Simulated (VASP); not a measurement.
# B16P17 (a cell with a defect) in VASP: single point with PBE

Aim: the single point of B16P17 (a cell with a defect) with PBE.

Program: VASP 6.6.1. These are calculated values, not measurements. Logs are shortened: lines on timing, memory, paths and dates and some standing lists are left out, and cuts for length are marked.

## Step 1: The cell of the first run

The cell holds a defect, 33 atoms: a = 7.878 Å, b = 7.878 Å, c = 7.878 Å, α = 109.47°, β = 109.47°, γ = 109.47°.

## Step 2: Single point, PBE, collinear spin

The input, INCAR:

```
PREC = Accurate
ENCUT = 520
EDIFF = 1E-6
ISMEAR = 0
SIGMA = 0.01
LREAL = Auto
LASPH = True
NELM = 150
ALGO = Normal
ISIF = 2
LWAVE = False
LCHARG = False
ISPIN = 2
MAGMOM = 0.091 0 0 0.091 0 0 0 0 0.091 0 0.091 0.091 0 0 0 0.091 0.091 0 0 0 0.091 0 0 0 0.091 0 0.091 0 0 0 0 0 0.091
LORBIT = 11
GGA = PE
NELECT = 131.0
NBANDS = 92
```

The input, KPOINTS:

```
Automatic mesh
0
Gamma
  2 2 2
  0.5 0.5 0.5
```

The input, POSCAR:

```
B16P17
1.0
   -4.5481928018     -4.5481928018     -4.5481928018
   -4.5481928018      4.5481928018      4.5481928018
    4.5481928018      4.5481928018     -4.5481928018
B P
16 17
Direct
    0.4977958746      0.2520833165      0.2482275994
    0.2552081663      0.2654273327      0.5039304870
    0.0053924193      0.2521415764      0.7581624534
    0.5527323014      0.7716788618      0.7581228724
    0.5095708220      0.5195696371      0.0121804003
    0.2618028557      0.5078725532      0.2680763387
   -0.0354773876      0.4647690786      0.4769506430
    0.7517213988      0.5055331979      0.7580004492
    0.7654106568      0.2655683296      1.0116656984
    0.5116266523      0.0119381304      0.5045334790
    0.2713629904      0.0529387584      0.7580882887
    0.2455443735      0.7457978660      0.0392250732
    1.0075308858      0.7619001673      0.2679285636
    0.7653063769      0.7556145205      0.5039851446
    0.0194169553      0.0097343479      0.0122128434
    0.7517609859     -0.0020516304      0.2481835805
    0.5063978744      0.0067118764      0.2513007881
    0.2614162041      0.0204286326      0.4987720600
    0.0105866962      0.0041434669      0.7581210894
    0.5037617876      0.5107298136      0.7579640048
    0.5209292766      0.2797234916      0.0173246109
    0.2585891401      0.2587556221      0.2581051393
   -0.0032678277      0.2377993245      0.4993938414
    0.7584998846      0.2587695793      0.7580323991
    0.7795309989      0.0210214156      0.0173291562
    0.5203327399      0.7618272203      0.4988674765
    0.1504182168      0.6505814173      0.7581313004
    0.2557126126      0.4965620265      0.0169019733
    0.0133166966      0.5134867590      0.2648472714
    0.7376308954      0.4970777803      0.4993876268
   -0.0038371188      0.7556846626      0.0167404821
    0.7585051777      0.7587914224      0.2580646790
    0.3670203319     -0.1327258080     -0.2419798204
```

Potentials or basis: VASP PAW PBE potentials, release 64 (B, P).

On the command line:

```sh
> cat potpaw_PBE.64/B/POTCAR potpaw_PBE.64/P/POTCAR > POTCAR
> mpirun -np 1 vasp_std > vasp.out
```

OUTCAR:

```text
PREC = Accurate
   ENCUT = 520
   EDIFF = 1E-6
   ISMEAR = 0
   LREAL = Auto
   LASPH = True
   NELM = 150
   ISIF = 2
   ISPIN = 2
   LORBIT = 11
   GGA = PE
   NELECT = 131.0

 ion  position               nearest neighbor table
   1  0.498  0.252  0.248-  22 1.93  30 1.93  21 1.96  17 1.96
   2  0.255  0.265  0.504-  22 1.93  18 1.93  23 1.96  20 1.96
   3  0.005  0.252  0.758-  24 1.96  19 1.97  23 1.98  28 1.98
   4  0.553  0.772  0.758-  33 1.86  25 1.94  26 1.94  20 1.96
   5  0.510  0.520  0.012-  32 1.93  21 1.93  28 1.96  20 1.97
   6  0.262  0.508  0.268-  22 1.93  28 1.93  26 1.96  29 1.96
[... 9 lines left out ...]
  16  0.752  0.998  0.248-  32 1.93  23 1.93  25 1.96  17 1.96
  17  0.506  0.007  0.251-  12 1.96   1 1.96  16 1.96  10 1.97
  18  0.261  0.020  0.499-   2 1.93  11 1.94  13 1.96  10 1.98  33 2.74
  19  0.011  0.004  0.758-  11 1.96  15 1.96  14 1.96   3 1.97
  20  0.504  0.511  0.758-   4 1.96   2 1.96   5 1.97   8 1.97
  21  0.521  0.280  0.017-   5 1.93  11 1.94   1 1.96   9 1.98  33 2.74
  22  0.259  0.259  0.258-  15 1.93   1 1.93   6 1.93   2 1.93
  23  0.997  0.238  0.499-  16 1.93   7 1.94   2 1.96   3 1.98  27 2.74
  24  0.758  0.259  0.758-   8 1.96   3 1.96  10 1.96   9 1.96
  25  0.780  0.021  0.017-  15 1.93   4 1.94  16 1.96   9 1.98  33 2.74
  26  0.520  0.762  0.499-  14 1.93   4 1.94   6 1.96  10 1.98  33 2.74
  27  0.150  0.651  0.758-  12 1.85   7 1.85  33 1.97  23 2.74  30 2.74  28 2.74  31 2.74
  28  0.256  0.497  0.017-   6 1.93  12 1.94   5 1.96   3 1.98  27 2.74
  29  0.013  0.513  0.265-   7 1.96   6 1.96  13 1.96   9 1.97
  30  0.738  0.497  0.499-   1 1.93   7 1.94  14 1.96   8 1.98  27 2.74
  31  0.996  0.756  0.017-  13 1.93  12 1.94  15 1.96   8 1.98  27 2.74
  32  0.759  0.759  0.258-   5 1.93  16 1.93  13 1.93  14 1.93
  33  0.367  0.867  0.758-   4 1.86  11 1.86  27 1.97  21 2.74  18 2.74  26 2.74  25 2.74

  LATTYP: Found a body centered cubic cell.
 ALAT       =     9.0963856036

  Lattice vectors:

 A1 = (  -4.5481928018,  -4.5481928018,  -4.5481928018)
 A2 = (  -4.5481928018,   4.5481928018,   4.5481928018)
 A3 = (   4.5481928018,   4.5481928018,  -4.5481928018)

Analysis of symmetry for initial positions (statically):
=====================================================================
 Subroutine PRICEL returns:
 Original cell was already a primitive cell.

 Routine SETGRP: Setting up the symmetry group for a
 body centered cubic supercell.

 Subroutine GETGRP returns: Found  1 space group operations
 (whereof  1 operations were pure point group operations)
 out of a pool of 48 trial point group operations.

The static configuration has the point symmetry C_1 .

Analysis of symmetry for dynamics (positions and initial velocities):
=====================================================================
 Subroutine PRICEL returns:
 Original cell was already a primitive cell.

 Routine SETGRP: Setting up the symmetry group for a
 body centered cubic supercell.

 Subroutine GETGRP returns: Found  1 space group operations
 (whereof  1 operations were pure point group operations)
 out of a pool of 48 trial point group operations.

The dynamic configuration has the point symmetry C_1 .

Analysis of structural, dynamic, and magnetic symmetry:
=====================================================================
 Subroutine PRICEL returns:
 Original cell was already a primitive cell.

 Routine SETGRP: Setting up the symmetry group for a
 body centered cubic supercell.

 Subroutine GETGRP returns: Found  1 space group operations
 (whereof  1 operations were pure point group operations)
 out of a pool of 48 trial point group operations.

The overall configuration has the point symmetry C_1 .

 Subroutine INISYM returns: Found  1 space group operations
 (whereof  1 operations are pure point group operations),
 and found     1 'primitive' translations

----------------------------------------------------------------------------------------

                                     Primitive cell

  volume of cell :     376.3367

  direct lattice vectors                    reciprocal lattice vectors
    -4.548192802 -4.548192802 -4.548192802    -0.109933774  0.000000000 -0.109933774
    -4.548192802  4.548192802  4.548192802    -0.109933774  0.109933774  0.000000000
     4.548192802  4.548192802 -4.548192802     0.000000000  0.109933774 -0.109933774
[... 109 lines left out ...]
   total plane-waves  NPLWV = 216000
   dimension x,y,z NGX =    60 NGY =   60 NGZ =   60
   dimension x,y,z NGXF=   120 NGYF=  120 NGZF=  120
   ions per type =              16  17
   NGX,Y,Z   is equivalent  to a cutoff of  12.66, 12.66, 12.66 a.u.
   NGXF,Y,Z  is equivalent  to a cutoff of  25.32, 25.32, 25.32 a.u.
 SYSTEM =  unknown system
   PREC   = accura    normal or accurate (medium, high low for compatibility)
   ISTART =      0    job   : 0-new  1-cont  2-samecut
   ICHARG =      2    charge: 1-file 2-atom 10-const
   ISPIN  =      2    spin polarized calculation?
   LNONCOLLINEAR =      F non collinear calculations
   LSORBIT =      F    spin-orbit coupling
   LASPH  =      T    aspherical Exc in radial PAW
   ENCUT  =  520.0 eV  38.22 Ry    6.18 a.u.  14.65 14.65 14.65*2*pi/ulx,y,z
   NELM   =    150;   NELMIN=  2; NELMDL= -5     # of ELM steps
   EDIFF  = 0.1E-05   stopping-criterion for ELM
   LREAL  =      T    real-space projection
   EDIFFG = 0.1E-04   stopping-criterion for IOM
   NSW    =      0    number of steps for IOM
[... 5 lines left out ...]
   TEBEG  =    0.0;   TEEND  =   0.0 temperature during run
   PSTRESS=    0.0 pullay stress
   NELECT =     131.0000    total number of electrons
   NUPDOWN=      -1.0000    fix difference up-down
   EMIN   =  10.00;   EMAX   =-10.00  energy-range for DOS
   EFERMI =   0.00;   METHOD = LEGACY
   ISMEAR =     0;   SIGMA  =   0.01  broadening in eV -4-tet -1-fermi 0-gaus
   EFERMI_NEDOS =   21; number of points for ismear=-14 and -15
   IALGO  =     38    algorithm
   IMIX   =      4    mixing-type and parameters
     AMIX     =   0.40;   BMIX     =  1.00
     AMIX_MAG =   1.60;   BMIX_MAG =  1.00
  volume/ion in A,a.u.               =      11.40        76.96
  Fermi-wavevector in a.u.,A,eV,Ry     =   1.151613  2.176232 18.044203  1.326212
  Thomas-Fermi vector in A             =   2.288269
   LORBIT       =     11    0 simple, 1 ext, 2 COOP (PROOUT), +10 PAW based schemes
   GGA     = PE    functional components
   LHFCALC =     F    Hartree Fock is set to
   AEXX    =    0.0000 exact exchange contribution
   IVDW    =     0    specifies the selected vdW correction
   LEPSILON=     F    determine dielectric tensor
   LRPA    =     F    only Hartree local field effects (RPA)
 spin polarized calculation
 Gauss-broadening in eV      SIGMA  =   0.01
  energy-cutoff  :      520.00
  volume of cell :      376.34
 maximum number of plane-waves:     10168
 NGX is ok and might be reduce to    60
   NGX = 29   NGY = 29   NGZ = 29

 number of electron     131.0000001 magnetization       0.0000290

 number of electron     131.0000001 magnetization      -0.0000282

 Free energy of the ion-electron system (eV)
  ---------------------------------------------------
  ext. energy  EPLUGINS =         0.00000000
  ---------------------------------------------------
  free energy    TOTEN  =      -220.92232076 eV

  energy without entropy =     -220.92232076  energy(sigma->0) =     -220.92232076

 E-fermi :   7.5700     XC(G=0): -11.0005

 val. band max:        7.5227859048   @ k =   0.2500  -0.2500   0.2500
 cond. band min:       7.8022326820   @ k =   0.2500   0.2500   0.2500
 fundamental gap:      0.2794467772
 Fermi energy:         7.5699915074

 spin component 1

 k-point     1 :       0.2500    0.2500    0.2500
  band No.  band energies     occupation
      1      -7.6524      1.00000
      2      -6.8695      1.00000
      3      -6.6686      1.00000
      4      -6.6681      1.00000
      5      -4.9161      1.00000
      6      -4.6561      1.00000
[... 309 lines left out ...]
     76      11.2734      0.00000
     77      11.3493      0.00000
 Fermi energy:         7.5699915074

 spin component 2

 k-point     1 :       0.2500    0.2500    0.2500
  band No.  band energies     occupation
      1      -7.6524      1.00000
      2      -6.8695      1.00000
      3      -6.6686      1.00000
      4      -6.6681      1.00000
      5      -4.9161      1.00000
      6      -4.6561      1.00000
[... 309 lines left out ...]
     76      11.2734      0.00000
     77      11.3493      0.00000
 [bands above 77 left out]

------------------------ aborting loop because EDIFF is reached ----------------------------------------

  FORCE on cell =-STRESS in cart. coord.  units (eV):
  Direction    XX          YY          ZZ          XY          YZ          ZX
  --------------------------------------------------------------------------------------
  -------------------------------------------------------------------------------------
  Total        8.4557171     -9.4610053     -9.4752492      0.0012992      0.0134187      0.0075662
  in kB       35.9985026    -40.2783134    -40.3389541      0.0055311      0.0571273      0.0322114
  external PRESSURE =     -14.8729216 kB  Pullay stress =       0.0000000 kB

 VOLUME and BASIS-vectors are now :
 -----------------------------------------------------------------------------
  energy-cutoff  :      520.00
  volume of cell :      376.34
      direct lattice vectors                 reciprocal lattice vectors
    -4.548192802 -4.548192802 -4.548192802    -0.109933774  0.000000000 -0.109933774
    -4.548192802  4.548192802  4.548192802    -0.109933774  0.109933774  0.000000000
     4.548192802  4.548192802 -4.548192802     0.000000000  0.109933774 -0.109933774

 POSITION                                       TOTAL-FORCE (eV/Angst)
 -----------------------------------------------------------------------------------
     -2.28161      0.01144     -2.24654         0.000066      0.000053      0.003747
     -0.07598      2.33845     -2.24549        -0.006714     -0.006898     -0.001295
      2.27695      4.57053     -2.32601        -0.000773     -0.002290     -0.000748
     -2.57559      4.44390     -2.45228        -0.001921     -0.003461      0.003769
     -4.62533      0.10088     -0.00992         0.000040      0.000654      0.003274
     -2.28137      2.33844     -0.10009        -0.003504     -0.006476      0.002629
[... 25 lines left out ...]
     -5.72723      1.17503     -1.17243         0.000650     -0.002495     -0.006987
     -2.16619      5.72287     -1.17237         0.077500     -0.000364     -0.000457
 -----------------------------------------------------------------------------------
    total drift:                                0.013508      0.000210     -0.006893

  FREE ENERGIE OF THE ION-ELECTRON SYSTEM (eV)
  ---------------------------------------------------
  free  energy   TOTEN  =      -220.9223207563 eV

  energy  without entropy=     -220.9223207563  energy(sigma->0) =     -220.92232076

 total charge

# of ion       s       p       d       tot
------------------------------------------
    1        0.673   1.280   0.000   1.953
    2        0.673   1.280   0.000   1.953
    3        0.664   1.242   0.000   1.906
    4        0.695   1.278   0.000   1.973
    5        0.673   1.280   0.000   1.953
    6        0.673   1.280   0.000   1.953
[... 25 lines left out ...]
   32        0.989   1.585   0.000   2.574
   33        1.055   1.558   0.000   2.612
--------------------------------------------------
tot         27.830  46.723   0.000  74.553

 magnetization (x)

# of ion       s       p       d       tot
------------------------------------------
    1       -0.000  -0.000   0.000  -0.000
    2        0.000   0.000   0.000   0.000
    3        0.000   0.000   0.000   0.000
    4       -0.000  -0.000   0.000  -0.000
    5        0.000   0.000   0.000   0.000
    6        0.000   0.000   0.000   0.000
[... 25 lines left out ...]
   32        0.000   0.000   0.000   0.000
   33        0.000  -0.000   0.000  -0.000
--------------------------------------------------
tot          0.000  -0.000   0.000  -0.000
```

Wall time 11 min (1 thread of Intel Xeon Platinum 8259CL at 2.50GHz (Skylake/Cascade Lake), shared host); peak memory 0.72 GiB.

What came out:

* Free energy: -220.9223 eV
* Largest force: 0.078 eV/Å
* Net moment: 0.00 μB per cell
* Valence electrons inside the program's atomic spheres: B 1.95, 1.91, 1.97; P 2.54, 2.57, 2.61

Forces in eV/Å, atoms in the order of the input:
```
B    0.000  0.000  0.004
B   -0.007 -0.007 -0.001
B   -0.001 -0.002 -0.001
B   -0.002 -0.003  0.004
B    0.000  0.001  0.003
B   -0.004 -0.006  0.003
B    0.004 -0.002 -0.003
B   -0.005  0.000 -0.003
B    0.008 -0.006  0.003
B   -0.004 -0.003 -0.001
B   -0.008 -0.003 -0.004
B    0.000  0.004 -0.005
B   -0.001  0.000  0.000
B   -0.002  0.001  0.004
B    0.005  0.000  0.000
B    0.001  0.003  0.000
P    0.006 -0.008  0.000
P   -0.003  0.008 -0.008
P   -0.002 -0.006 -0.003
P   -0.004  0.012  0.000
P    0.008  0.005  0.009
P    0.001  0.004  0.002
P   -0.007  0.005  0.009
P    0.001  0.002 -0.006
P   -0.002  0.001  0.001
P    0.005  0.005 -0.006
P   -0.070 -0.004  0.002
P    0.007  0.008  0.018
P    0.008  0.010 -0.003
P   -0.002 -0.006 -0.004
P   -0.010 -0.008 -0.007
P    0.001 -0.002 -0.007
P    0.077  0.000  0.000
```

Caveat: the k points lie up to 0.49 Å⁻¹ apart; the cell carries a net charge on a neutralising background, which shifts energy and pressure; the cell is charged against a uniform background, so pressure and absolute levels hang on convention.
